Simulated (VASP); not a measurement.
CdS: single point with PBE

CdS:

```xyz
4
Lattice="4.1965 0.0000 0.0000 -2.0983 3.6343 0.0000 0.0000 0.0000 6.8293" Properties=species:S:1:pos:R:3 pbc="T T T"
Cd    0.0000    0.0000   -0.0054
Cd    0.0000    2.4229    3.4093
S     0.0000    0.0000    2.5664
S     0.0000    2.4229    5.9811
```

```
Program             : VASP 6.6.1
Task                : single point
Functional          : PBE
Potentials or basis : VASP PAW PBE potentials, release 64 (Cd, S)
Cutoff              : 520 eV
k mesh              : 12 × 12 × 4
Occupations         : gaussian, width 0.02 eV
Spin                : no spin polarisation
```

| Quantity | Value |
| --- | --- |
| Pressure | 0.3 GPa |
| Band gap on the k mesh | 1.11 eV |

Levels at points of the mesh, in eV from the valence-band top:
```csv
k point,band 14,band 15,band 16,band 17,band 18,band 19,band 20,band 21,band 22,band 23
"(0.00, 0.00, 0.00)",-0.69,-0.69,-0.04,0.00,0.00,1.11,2.74,6.48,6.48,6.78
"(0.50, 0.00, 0.00)",-3.34,-2.45,-1.72,-1.19,-0.69,3.62,3.88,5.12,6.25,7.03
"(0.00, 0.00, 0.50)",-2.36,-0.36,-0.36,-0.36,-0.36,2.76,2.76,6.14,6.14,6.83
"(0.50, 0.00, 0.50)",-3.91,-1.24,-1.24,-1.23,-1.23,3.45,3.45,5.35,5.35,7.80
```

Run time: 54 s on 1 thread of Intel(R) Xeon(R) 6975P-C (Granite Rapids), on a shared host, peak memory 0.29 GiB.

A k mesh can miss the band edges.
